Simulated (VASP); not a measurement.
# TiC (P1) in VASP: further runs, part 2 of 2

VASP 6.6.1. The steps go on from the part before.

**5. Single point, PBE**

This run uses another cell than the first one, of 10.12 Å³/atom, 1.005 times its volume.

Input file INCAR:

```
PREC = Accurate
ENCUT = 520
EDIFF = 1E-6
ISMEAR = 0
SIGMA = 0.15
LREAL = False
LASPH = True
NELM = 60
ALGO = Normal
ISIF = 2
LWAVE = False
LCHARG = False
GGA = PE
NBANDS = 15
```

Input file KPOINTS:

```
regular mesh
0
Gamma
  8 8 8
```

Input file POSCAR:

```
TiC
1.0
    0.0000000000      2.1628928519      2.1628928519
    2.1628928519      0.0000000000      2.1628928519
    2.1628928519      2.1628928519      0.0000000000
Ti C
1 1
Direct
    0.0312300000      0.9477500000      0.9829100000
    0.4518000000      0.5228900000      0.4879700000
```

Potentials or basis: VASP PAW PBE potentials, release 64 (Ti_sv, C).

Started as:

```console
$ cat potpaw_PBE.64/Ti_sv/POTCAR potpaw_PBE.64/C/POTCAR > POTCAR
$ mpirun -np 1 vasp_std > vasp.out
```

OUTCAR:

```text
PREC = Accurate
   ENCUT = 520
   EDIFF = 1E-6
   ISMEAR = 0
   LREAL = False
   LASPH = True
   NELM = 60
   ISIF = 2
   GGA = PE

 ion  position               nearest neighbor table
   1  0.031  0.948  0.983-   2 2.00   2 2.01   2 2.17   2 2.19   2 2.33   2 2.34
   2  0.452  0.523  0.488-   1 2.00   1 2.01   1 2.17   1 2.19   1 2.33   1 2.34

  LATTYP: Found a face centered cubic cell.
 ALAT       =     4.3257857038

  Lattice vectors:

 A1 = (   0.0000000000,   2.1628928519,   2.1628928519)
 A2 = (   2.1628928519,   0.0000000000,   2.1628928519)
 A3 = (   2.1628928519,   2.1628928519,   0.0000000000)

Analysis of symmetry for initial positions (statically):
=====================================================================
 Subroutine PRICEL returns:
 Original cell was already a primitive cell.

 Routine SETGRP: Setting up the symmetry group for a
 face centered cubic supercell.

 Subroutine GETGRP returns: Found  1 space group operations
 (whereof  1 operations were pure point group operations)
 out of a pool of 48 trial point group operations.

The static configuration has the point symmetry C_1 .

Analysis of symmetry for dynamics (positions and initial velocities):
=====================================================================
 Subroutine PRICEL returns:
 Original cell was already a primitive cell.

 Routine SETGRP: Setting up the symmetry group for a
 face centered cubic supercell.

 Subroutine GETGRP returns: Found  1 space group operations
 (whereof  1 operations were pure point group operations)
 out of a pool of 48 trial point group operations.

The dynamic configuration has the point symmetry C_1 .

 Subroutine INISYM returns: Found  1 space group operations
 (whereof  1 operations are pure point group operations),
 and found     1 'primitive' translations

----------------------------------------------------------------------------------------

                                     Primitive cell

  volume of cell :      20.2365

  direct lattice vectors                    reciprocal lattice vectors
     0.000000000  2.162892852  2.162892852    -0.231171877  0.231171877  0.231171877
     2.162892852  0.000000000  2.162892852     0.231171877 -0.231171877  0.231171877
     2.162892852  2.162892852  0.000000000     0.231171877  0.231171877 -0.231171877

  length of vectors
     3.058792405  3.058792405  3.058792405     0.400401436  0.400401436  0.400401436

  position of ions in fractional coordinates (direct lattice)
     0.031230000  0.947750000  0.982910000
     0.451800000  0.522890000  0.487970000

  ion indices of the primitive-cell ions
   primitive index   ion index
                 1           1
                 2           2

----------------------------------------------------------------------------------------

 KPOINTS: regular mesh

Automatic generation of k-mesh.
 Grid dimensions read from file:
 generate k-points for:    8    8    8

 Generating k-lattice:

  Cartesian coordinates                     Fractional coordinates (reciprocal lattice)
    -0.028896485  0.028896485  0.028896485     0.125000000  0.000000000  0.000000000
     0.028896485 -0.028896485  0.028896485     0.000000000  0.125000000  0.000000000
     0.028896485  0.028896485 -0.028896485     0.000000000  0.000000000  0.125000000

  Length of vectors
[... 38 lines left out ...]
   number of dos      NEDOS =    301   number of ions     NIONS =      2
   total plane-waves  NPLWV =  13824
   dimension x,y,z NGX =    24 NGY =   24 NGZ =   24
   dimension x,y,z NGXF=    48 NGYF=   48 NGZF=   48
   ions per type =               1   1
   NGX,Y,Z   is equivalent  to a cutoff of  13.04, 13.04, 13.04 a.u.
   NGXF,Y,Z  is equivalent  to a cutoff of  26.09, 26.09, 26.09 a.u.
 SYSTEM =  unknown system
   PREC   = accura    normal or accurate (medium, high low for compatibility)
   ISTART =      0    job   : 0-new  1-cont  2-samecut
   ICHARG =      2    charge: 1-file 2-atom 10-const
   ISPIN  =      1    spin polarized calculation?
   LNONCOLLINEAR =      F non collinear calculations
   LSORBIT =      F    spin-orbit coupling
   LASPH  =      T    aspherical Exc in radial PAW
   ENCUT  =  520.0 eV  38.22 Ry    6.18 a.u.   5.69  5.69  5.69*2*pi/ulx,y,z
   NELM   =     60;   NELMIN=  2; NELMDL= -5     # of ELM steps
   EDIFF  = 0.1E-05   stopping-criterion for ELM
   LREAL  =      F    real-space projection
   EDIFFG = 0.1E-04   stopping-criterion for IOM
   NSW    =      0    number of steps for IOM
   IBRION =     -1    ionic relax: 0-MD 1-quasi-New 2-CG
   NFREE  =      0    steps in history (QN), initial steepest desc. (CG)
   ISIF   =      2    stress and relaxation
   ISYM   =      2    0-nonsym 1-usesym 2-fastsym
   POTIM  = 0.5000    time-step for ionic-motion
   TEBEG  =    0.0;   TEEND  =   0.0 temperature during run
   PSTRESS=    0.0 pullay stress
   NELECT =      16.0000    total number of electrons
   NUPDOWN=      -1.0000    fix difference up-down
   EMIN   =  10.00;   EMAX   =-10.00  energy-range for DOS
   EFERMI =   0.00;   METHOD = LEGACY
   ISMEAR =     0;   SIGMA  =   0.15  broadening in eV -4-tet -1-fermi 0-gaus
   EFERMI_NEDOS =   21; number of points for ismear=-14 and -15
   IALGO  =     38    algorithm
   IMIX   =      4    mixing-type and parameters
     AMIX     =   0.40;   BMIX     =  1.00
     AMIX_MAG =   1.60;   BMIX_MAG =  1.00
  volume/ion in A,a.u.               =      10.12        68.28
  Fermi-wavevector in a.u.,A,eV,Ry     =   1.513805  2.860676 31.179170  2.291604
  Thomas-Fermi vector in A             =   2.623547
   LORBIT       =      0    0 simple, 1 ext, 2 COOP (PROOUT), +10 PAW based schemes
   GGA     = PE    functional components
   LHFCALC =     F    Hartree Fock is set to
   AEXX    =    0.0000 exact exchange contribution
   IVDW    =     0    specifies the selected vdW correction
   LEPSILON=     F    determine dielectric tensor
   LRPA    =     F    only Hartree local field effects (RPA)
 non-spin polarized calculation
 Gauss-broadening in eV      SIGMA  =   0.15
  energy-cutoff  :      520.00
  volume of cell :       20.24
 maximum number of plane-waves:       560
   NGX = 11   NGY = 11   NGZ = 11

 number of electron      16.0000001 magnetization

 Free energy of the ion-electron system (eV)
  ---------------------------------------------------
  ext. energy  EPLUGINS =         0.00000000
  ---------------------------------------------------
  free energy    TOTEN  =       -18.46142505 eV

  energy without entropy =      -18.45986906  energy(sigma->0) =      -18.46064705

 E-fermi :   9.5914     XC(G=0): -12.6883

 val. band max:        9.5329915529   @ k =   0.1250   0.1250   0.1250
 cond. band min:       9.6463472519   @ k =   0.0000   0.2500   0.2500
 fundamental gap:      0.1133556991
 Fermi energy:         9.5914366902

 k-point     1 :       0.0000    0.0000    0.0000
  band No.  band energies     occupation
      1     -47.1012      2.00000
      2     -23.1414      2.00000
      3     -23.1305      2.00000
      4     -23.1274      2.00000
      5      -2.9066      2.00000
      6       9.0329      2.00000
      7       9.2127      1.99964
      8       9.5091      1.56241
      9      10.1300      0.00000
     10      10.9218      0.00000
     11      12.2730      0.00000
     12      12.8861      0.00000
     13      13.1030      0.00000
     14      19.7454      0.00000
[... 401 lines left out ...]
      2     -23.3436      2.00000
      3     -23.1809      2.00000
      4     -23.1734      2.00000
      5      -1.7538      2.00000
      6       6.5135      2.00000
      7       7.7493      2.00000
      8       9.0472      2.00000
      9       9.9730      0.00032
     10      11.3597      0.00000
     11      12.4263      0.00000
     12      14.7000      0.00000
     13      15.7154      0.00000
     14      21.2393      0.00000
     15      23.8162      0.00000

 [... further k-points ...]

------------------------ aborting loop because EDIFF is reached ----------------------------------------

  FORCE on cell =-STRESS in cart. coord.  units (eV):
  Direction    XX          YY          ZZ          XY          YZ          ZX
  --------------------------------------------------------------------------------------
  -------------------------------------------------------------------------------------
  Total        1.5137060      1.3384318      0.2224397      0.4758907     -0.0248210      0.0268403
  in kB      119.8442221    105.9672913     17.6111535     37.6775635     -1.9651436      2.1250229
  external PRESSURE =      81.1408890 kB  Pullay stress =       0.0000000 kB

 VOLUME and BASIS-vectors are now :
 -----------------------------------------------------------------------------
  energy-cutoff  :      520.00
  volume of cell :       20.24
      direct lattice vectors                 reciprocal lattice vectors
     0.000000000  2.162892852  2.162892852    -0.231171877  0.231171877  0.231171877
     2.162892852  0.000000000  2.162892852     0.231171877 -0.231171877  0.231171877
     2.162892852  2.162892852  0.000000000     0.231171877  0.231171877 -0.231171877

 POSITION                                       TOTAL-FORCE (eV/Angst)
 -----------------------------------------------------------------------------------
      4.17581      2.19348      2.11743         1.515980     -1.373693     -0.066196
      2.18638      2.03262      2.10815        -1.515980      1.373693      0.066196
 -----------------------------------------------------------------------------------
    total drift:                                0.000177     -0.000104     -0.000002

  FREE ENERGIE OF THE ION-ELECTRON SYSTEM (eV)
  ---------------------------------------------------
  free  energy   TOTEN  =       -18.4614250511 eV

  energy  without entropy=      -18.4598690588  energy(sigma->0) =      -18.46064705
```

OSZICAR:

```text
N       E                     dE             d eps       ncg     rms          rms(c)
DAV:   1     0.112144682307E+03    0.11214E+03   -0.74717E+03  7808   0.127E+03
DAV:   2    -0.161432237426E+02   -0.12829E+03   -0.11977E+03  8206   0.334E+02
DAV:   3    -0.238790673944E+02   -0.77358E+01   -0.76322E+01 11213   0.768E+01
DAV:   4    -0.240704286374E+02   -0.19136E+00   -0.19115E+00  9321   0.115E+01
DAV:   5    -0.240753779223E+02   -0.49493E-02   -0.49487E-02 10770   0.162E+00    0.190E+01
DAV:   6    -0.189850520302E+02    0.50903E+01   -0.11828E+01 11649   0.567E+01    0.669E+00
DAV:   7    -0.184881546226E+02    0.49690E+00   -0.20406E+00  9239   0.206E+01    0.506E+00
DAV:   8    -0.184600848777E+02    0.28070E-01   -0.12128E-01  8706   0.422E+00    0.286E+00
DAV:   9    -0.184639933219E+02   -0.39084E-02   -0.68725E-02 11188   0.318E+00    0.719E-01
DAV:  10    -0.184624302998E+02    0.15630E-02   -0.89451E-03 10032   0.134E+00    0.472E-01
DAV:  11    -0.184614554385E+02    0.97486E-03   -0.18690E-03  9452   0.638E-01    0.711E-02
DAV:  12    -0.184614290314E+02    0.26407E-04   -0.15009E-04  8892   0.126E-01    0.187E-02
DAV:  13    -0.184614254707E+02    0.35608E-05   -0.88490E-06  9851   0.323E-02    0.689E-03
DAV:  14    -0.184614250511E+02    0.41955E-06   -0.14847E-07  6161   0.415E-03
   1 F= -.18461425E+02 E0= -.18460647E+02  d E =-.155599E-02
```

stdout:

```text
POSCAR found type information on POSCAR TiC
 POSCAR found :  2 types and       2 ions
 scaLAPACK will be used
 LDA part: xc-table for (Slater+PW92), standard interpolation
 POSCAR, INCAR and KPOINTS ok, starting setup
 FFT: planning ... GRIDC
 FFT: planning ... GRID_SOFT
 FFT: planning ... GRID
 WAVECAR not read
 entering main loop
```

It took 36 s on 1 thread of Intel Xeon Platinum 8488C (Sapphire Rapids), shared host; peak memory 0.2 GiB.

What came out:

* Free energy: -18.4614 eV
* Pressure: 8.1 GPa
* Largest force: 2.047 eV/Å
* Band gap on the k mesh: 0.11 eV, indirect (least direct gap 0.62 eV)

Forces in eV/Å, atoms in the order of the input:
```
Ti   1.516 -1.374 -0.066
C   -1.516  1.374  0.066
```

Caveat: forces of over 1 eV/Å act on the atoms, so gaps and moduli don't describe the material at rest.

**6. The runs side by side**

```csv
cell,gap on the mesh (eV),pressure (GPa),largest force (eV/Å)
"a = 3.054 Å, angles 60.0°, 2 atoms",-,8.7,1.96
"a = 3.049 Å, angles 60.0°, 2 atoms",0.11,10.9,2.12
"a = 3.059 Å, angles 60.0°, 2 atoms",0.11,8.1,2.05
```

Some of these runs hold the atoms at other places in the same cell, which the table doesn't show; runs alike in all that it shows share one row.

Alike in all rows: task single point; level PBE; potentials or basis VASP PAW PBE potentials, release 64 (Ti_sv, C); no spin polarisation; k mesh 8 × 8 × 8; cutoff (eV) 520; smearing gaussian 0.15 eV.

Caveats: forces of over 1 eV/Å act on the atoms, so gaps and moduli don't describe the material at rest.

Absolute energies hang on the potentials; compare differences alone.
